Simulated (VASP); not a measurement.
**Sn: single point with PBEsol**

Sn:

```xyz
2
Lattice="0.0000 3.2759 3.2759 3.2759 0.0000 3.2759 3.2759 3.2759 0.0000" Properties=species:S:1:pos:R:3 pbc="T T T"
Sn    0.0000    0.0000    0.0000
Sn    1.6379    1.6379    1.6379
```

```json
{
  "Program": "VASP 6.6.1",
  "Task": "single point",
  "Functional": "PBEsol",
  "Potentials or basis": "VASP PAW PBE potentials, release 64 (Sn_d)",
  "Cutoff": "520 eV",
  "k mesh": "8 × 8 × 8",
  "Occupations": "fermi-dirac, width 0.1 eV",
  "Spin": "no spin polarisation",
  "Dipole correction": "no",
  "Further INCAR settings": "ALGO = Normal; EDIFF = 1e-06; NBANDS = 21"
}
```

```
Pressure               : -0.2 GPa
Band gap on the k mesh : zero (band 14 reaches 5.28 eV, above the bottom of band 15 at 5.07 eV)
```

Levels at points of the mesh, in eV from the Fermi level:
```tsv
k point	band 12	band 13	band 14	band 15	band 16	band 17
(0.00, 0.00, 0.00)	-0.84	0.14	0.14	0.14	2.20	2.20
(0.50, 0.00, 0.00)	-6.17	-1.02	-1.02	-0.07	3.25	3.25
(0.50, 0.50, 0.00)	-7.39	-2.33	-2.33	0.84	0.84	7.58
```

It took 62 s on 1 thread of AMD EPYC 7R43 64-Core Processor (Zen 3), on a shared host, peak memory 0.18 GiB.

Caveat: the PAW data sets were made with another functional, which shifts forces and pressure a little; spin-orbit coupling is left out, which moves the levels of the heavy elements.
